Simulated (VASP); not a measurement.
Write the native input for VASP 6.6.1 that does the following.

| Quantity | Value |
| --- | --- |
| Task | relaxation of cell and atoms |
| Functional | LDA |
| Potentials or basis | VASP PAW LDA potentials, release 64 (Fe) |
| Cutoff | 600 eV |
| k mesh | 21 × 21 × 21 |
| Occupations | fermi-dirac, width 0.05 eV |
| Spin | collinear spin, ferromagnetic start |
| Starting moments | [2.5] μB |
| Target pressure | 110 GPa |
| Dipole correction | no |
| Further INCAR settings | ALGO = Normal; EDIFF = 1e-06; IBRION = 2; EDIFFG = -0.005; NSW = 60; ISIF = 3 |

The structure of Fe lies in POSCAR:

```
Fe
1.0
   -1.2658219825      1.2658219825      1.2658219825
    1.2658219825     -1.2658219825      1.2658219825
    1.2658219825      1.2658219825     -1.2658219825
Fe
1
Direct
    0.0000000000      0.0000000000      0.0000000000
```

These files were run (other wordings do the same):

INCAR

```
ALGO = Normal
EDIFF = 1E-6
EDIFFG = -0.005
ENCUT = 600
IBRION = 2
ISIF = 3
ISMEAR = -1
ISPIN = 2
LASPH = True
LCHARG = False
LMAXMIX = 4
LORBIT = 11
LREAL = False
LWAVE = False
MAGMOM = 2.5
NELM = 150
NSW = 60
PREC = Accurate
PSTRESS = 1100.0
SIGMA = 0.05
```

KPOINTS

```
k-points
0
Gamma
  21 21 21
```

Potentials or basis: VASP PAW LDA potentials, release 64 (Fe).

The run is started by

```console
$ cat potpaw_LDA.64/Fe/POTCAR > POTCAR
$ mpirun -np 1 vasp_std > vasp.out
```

It gave:

The relaxed volume is 8.08 Å³/atom, the relaxed cell is a = 2.190 Å, b = 2.190 Å, c = 2.190 Å, α = 109.47°, β = 109.47°, γ = 109.47° and the space group after relaxing (to 0.1 Å) is Im-3m (No. 229). The energy change on relaxing (the run minimises the enthalpy) is +21.2 meV/atom, the ionic steps are 5 and the pressure after relaxing is 109.9 GPa. The net moment is 1.31 μB per cell and the site moments are Fe +1.27 μB.

Caveat: the cell is relaxed towards a set pressure, so the run minimises the enthalpy, not the energy.

Wall time 78 s on 1 thread of Intel(R) Xeon(R) Platinum 8488C (Sapphire Rapids), with other jobs on the host, peak memory 0.17 GiB.
